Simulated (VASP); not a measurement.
# Be (Fd-3m) in VASP: a series of runs

Runs on Be. Level: PBE. Tasks: single point.

Program: VASP 6.6.1. These are calculated values, not measurements. Logs are shortened: lines on timing, memory, paths and dates and some standing lists are left out, and cuts for length are marked.

## (1) The cell of the first run

The structure is cubic, space group Fd-3m (No. 227). The conventional cell has a = 4.454 Å, b = 4.454 Å, c = 4.454 Å, α = 90.00°, β = 90.00°, γ = 90.00°. Be (site symmetry -43m) has 4 Be at 1.93 Å within 2.6 Å.

## (2) Single point, PBE

INCAR reads:

```
SYSTEM = Be
PREC     = Accurate       ! precision mode
ENCUT    = 520            ! plane-wave cutoff, eV
EDIFF    = 1E-7           ! SCF threshold, eV
ISMEAR   = 1              ! smearing method
SIGMA    = 0.1            ! smearing width, eV
LREAL    = .FALSE.        ! projectors in reciprocal space
LASPH    = .TRUE.         ! aspherical terms in the spheres
NELM     = 100            ! most SCF steps
ALGO     = Normal         ! electronic algorithm
ISIF     = 2              ! what is computed and relaxed
LWAVE    = .FALSE.        ! write WAVECAR
LCHARG   = .FALSE.        ! write CHGCAR
GGA      = PE             ! functional
NBANDS   = 9              ! bands
```

KPOINTS reads:

```
Automatic mesh
0
G
  8 8 8
  0 0 0
```

POSCAR reads:

```
Be
1.0
    0.0000000000      2.2269843570      2.2269843570
    2.2269843570      0.0000000000      2.2269843570
    2.2269843570      2.2269843570      0.0000000000
Be
2
Direct
    0.0000000000      0.0000000000      0.0000000000
    0.2500000000      0.2500000000      0.2500000000
```

Potentials or basis: VASP PAW PBE potentials, release 64 (Be).

Started as:

```console
$ cat potpaw_PBE.64/Be/POTCAR > POTCAR
$ mpirun -np 1 vasp_std > vasp.out
```

OUTCAR:

```text
SYSTEM = Be
   PREC = Accurate
   ENCUT = 520
   EDIFF = 1E-7
   ISMEAR = 1
   LREAL = .FALSE.
   LASPH = .TRUE.
   NELM = 100
   ISIF = 2
   GGA = PE

 ion  position               nearest neighbor table
   1  0.000  0.000  0.000-   2 1.93   2 1.93   2 1.93   2 1.93
   2  0.250  0.250  0.250-   1 1.93   1 1.93   1 1.93   1 1.93

  LATTYP: Found a face centered cubic cell.
 ALAT       =     4.4539687140

  Lattice vectors:

 A1 = (   0.0000000000,   2.2269843570,   2.2269843570)
 A2 = (   2.2269843570,   0.0000000000,   2.2269843570)
 A3 = (   2.2269843570,   2.2269843570,   0.0000000000)

Analysis of symmetry for initial positions (statically):
=====================================================================
 Subroutine PRICEL returns:
 Original cell was already a primitive cell.

 Routine SETGRP: Setting up the symmetry group for a
 face centered cubic supercell.

 Subroutine GETGRP returns: Found 48 space group operations
 (whereof 24 operations were pure point group operations)
 out of a pool of 48 trial point group operations.

The static configuration has the point symmetry T_d .
 The point group associated with its full space group is O_h .

Analysis of symmetry for dynamics (positions and initial velocities):
=====================================================================
 Subroutine PRICEL returns:
 Original cell was already a primitive cell.

 Routine SETGRP: Setting up the symmetry group for a
 face centered cubic supercell.

 Subroutine GETGRP returns: Found 48 space group operations
 (whereof 24 operations were pure point group operations)
 out of a pool of 48 trial point group operations.

The dynamic configuration has the point symmetry T_d .
 The point group associated with its full space group is O_h .

 Subroutine INISYM returns: Found 48 space group operations
 (whereof 24 operations are pure point group operations),
 and found     1 'primitive' translations

----------------------------------------------------------------------------------------

                                     Primitive cell

  volume of cell :      22.0893

  direct lattice vectors                    reciprocal lattice vectors
     0.000000000  2.226984357  2.226984357    -0.224518865  0.224518865  0.224518865
     2.226984357  0.000000000  2.226984357     0.224518865 -0.224518865  0.224518865
     2.226984357  2.226984357  0.000000000     0.224518865  0.224518865 -0.224518865

  length of vectors
     3.149431481  3.149431481  3.149431481     0.388878081  0.388878081  0.388878081
[... 81 lines left out ...]
   EDIFF  = 0.1E-06   stopping-criterion for ELM
   LREAL  =      F    real-space projection
   EDIFFG = 0.1E-05   stopping-criterion for IOM
   NSW    =      0    number of steps for IOM
   IBRION =     -1    ionic relax: 0-MD 1-quasi-New 2-CG
   NFREE  =      0    steps in history (QN), initial steepest desc. (CG)
   ISIF   =      2    stress and relaxation
   ISYM   =      2    0-nonsym 1-usesym 2-fastsym
   POTIM  = 0.5000    time-step for ionic-motion
   TEBEG  =    0.0;   TEEND  =   0.0 temperature during run
   PSTRESS=    0.0 pullay stress
   NELECT =       4.0000    total number of electrons
   NUPDOWN=      -1.0000    fix difference up-down
   EMIN   =  10.00;   EMAX   =-10.00  energy-range for DOS
   EFERMI =   0.00;   METHOD = LEGACY
   ISMEAR =     1;   SIGMA  =   0.10  broadening in eV -4-tet -1-fermi 0-gaus
   EFERMI_NEDOS =   21; number of points for ismear=-14 and -15
   IALGO  =     38    algorithm
   IMIX   =      4    mixing-type and parameters
     AMIX     =   0.40;   BMIX     =  1.00
     AMIX_MAG =   1.60;   BMIX_MAG =  1.00
  volume/ion in A,a.u.               =      11.04        74.53
  Fermi-wavevector in a.u.,A,eV,Ry     =   0.926192  1.750249 11.671506  0.857832
  Thomas-Fermi vector in A             =   2.052128
   LORBIT       =      0    0 simple, 1 ext, 2 COOP (PROOUT), +10 PAW based schemes
   GGA     = PE    functional components
   LHFCALC =     F    Hartree Fock is set to
   AEXX    =    0.0000 exact exchange contribution
   IVDW    =     0    specifies the selected vdW correction
   LEPSILON=     F    determine dielectric tensor
   LRPA    =     F    only Hartree local field effects (RPA)
 non-spin polarized calculation
 Methfessel and Paxton  Order N= 1 SIGMA  =   0.10
  energy-cutoff  :      520.00
  volume of cell :       22.09
 maximum number of plane-waves:       609
   NGX = 11   NGY = 11   NGZ = 11

 number of electron       4.0000000 magnetization

 Free energy of the ion-electron system (eV)
  ---------------------------------------------------
  ext. energy  EPLUGINS =         0.00000000
  ---------------------------------------------------
  free energy    TOTEN  =        -3.87802811 eV

  energy without entropy =       -3.87710323  energy(sigma->0) =       -3.87771982

 E-fermi :   3.5509     XC(G=0):  -9.4145

 val. band max:        3.3745809764   @ k =  -0.2500   0.2500   0.0000
 cond. band min:       3.5808174733   @ k =  -0.3750   0.2500   0.0000
 fundamental gap:      0.2062364968
 Fermi energy:         3.5508788941

 k-point     1 :       0.0000    0.0000    0.0000
  band No.  band energies     occupation
      1      -5.0787      2.00000
      2       9.2822      0.00000
      3       9.2822      0.00000
      4       9.2822      0.00000
      5      12.0852      0.00000
      6      12.0852      0.00000
      7      12.0852      0.00000
      8      21.2301      0.00000
      9      21.2656      0.00000
[... 265 lines left out ...]
 k-point    24 :      -0.3750    0.2500    0.1250
  band No.  band energies     occupation
      1      -0.2717      2.00000
      2       0.2020      2.00000
      3       4.8212     -0.00000
      4       5.2814     -0.00000
      5      12.7609      0.00000
      6      15.0457      0.00000
      7      18.6088      0.00000
      8      19.3426      0.00000
      9      20.4165      0.00000

 [... further k-points ...]
[... 5 lines left out ...]
  --------------------------------------------------------------------------------------
  -------------------------------------------------------------------------------------
  Total        2.7745628      2.7745628      2.7745628      0.0000000      0.0000000      0.0000000
  in kB      201.2443260    201.2443260    201.2443260      0.0000000      0.0000000      0.0000000
  external PRESSURE =     201.2443260 kB  Pullay stress =       0.0000000 kB

 VOLUME and BASIS-vectors are now :
 -----------------------------------------------------------------------------
  energy-cutoff  :      520.00
  volume of cell :       22.09
      direct lattice vectors                 reciprocal lattice vectors
     0.000000000  2.226984357  2.226984357    -0.224518865  0.224518865  0.224518865
     2.226984357  0.000000000  2.226984357     0.224518865 -0.224518865  0.224518865
     2.226984357  2.226984357  0.000000000     0.224518865  0.224518865 -0.224518865

 POSITION                                       TOTAL-FORCE (eV/Angst)
 -----------------------------------------------------------------------------------
      0.00000      0.00000      0.00000         0.000000      0.000000      0.000000
      1.11349      1.11349      1.11349        -0.000000     -0.000000     -0.000000
 -----------------------------------------------------------------------------------
    total drift:                               -0.000000      0.000000      0.000000

  FREE ENERGIE OF THE ION-ELECTRON SYSTEM (eV)
  ---------------------------------------------------
  free  energy   TOTEN  =        -3.8780281090 eV

  energy  without entropy=       -3.8771032270  energy(sigma->0) =       -3.87771982
```

stdout:

```text
POSCAR found type information on POSCAR Be
 POSCAR found :  1 types and       2 ions
 scaLAPACK will be used
 LDA part: xc-table for (Slater+PW92), standard interpolation
 POSCAR, INCAR and KPOINTS ok, starting setup
 FFT: planning ... GRIDC
 FFT: planning ... GRID_SOFT
 FFT: planning ... GRID
 WAVECAR not read
 entering main loop
```

It took 7.2 s on 1 thread of Intel Xeon 8259CL, shared host; peak memory 0.13 GiB.

What came out:

```yaml
Free_energy: -3.8780 eV
Pressure: 20.1 GPa
Band_gap_on_the_k_mesh: zero (band 2 reaches 9.28 eV, above the bottom of band 3 at 1.43 eV)
```

Levels at points of the mesh, in eV from the Fermi level:
| k point | band 1 | band 2 | band 3 | band 4 | band 5 | band 6 |
| --- | --- | --- | --- | --- | --- | --- |
| (0.00, 0.00, 0.00) | -8.63 | 5.73 | 5.73 | 5.73 | 8.53 | 8.53 |
| (0.50, 0.00, 0.00) | -4.62 | -3.94 | 3.55 | 3.55 | 9.74 | 9.74 |
| (0.50, 0.50, 0.00) | -2.81 | -2.81 | 0.61 | 0.61 | 7.36 | 7.36 |

## (3) Single point, PBE

This run uses another cell than the first one, of 10.15 Å³/atom, 0.919 times its volume.

INCAR reads:

```
  PREC = Accurate
  ENCUT = 520
  EDIFF = 1E-7
  ISMEAR = 1
  SIGMA = 0.1
  LREAL = False
  LASPH = True
  NELM = 60
  ALGO = Normal
  ISIF = 2
  LWAVE = False
  LCHARG = False
  GGA = PE
  NBANDS = 9
```

KPOINTS reads:

```
Automatic mesh
0
Gamma
  8 8 8
```

POSCAR reads:

```
Be
1.0
    0.0000000000      2.1653692003      2.1653692003
    2.1653692003      0.0000000000      2.1653692003
    2.1653692003      2.1653692003      0.0000000000
Be
2
Direct
    0.0000000000      0.0000000000      0.0000000000
    0.2500000000      0.2500000000      0.2500000000
```

Potentials or basis: VASP PAW PBE potentials, release 64 (Be).

Started as:

```console
$ cat potpaw_PBE.64/Be/POTCAR > POTCAR
$ mpirun -np 1 vasp_std > vasp.out
```

Run time: 6.7 s. Hardware: 1 thread of Intel Xeon 8259CL, shared host; peak memory 0.13 GiB.

Results (log left out):

* Free energy: -3.6012 eV
* Pressure: 30.1 GPa
* Band gap on the k mesh: zero (band 2 reaches 10.21 eV, above the bottom of band 3 at 2.05 eV)

Levels at points of the mesh, in eV from the Fermi level:
```
           k point  band 1  band 2  band 3  band 4  band 5  band 6
(0.00, 0.00, 0.00)   -9.07    6.05    6.05    6.05    8.93    8.93
(0.50, 0.00, 0.00)   -5.02   -4.02    3.72    3.72   10.15   10.15
(0.50, 0.50, 0.00)   -2.97   -2.97    0.55    0.55    7.76    7.76
```
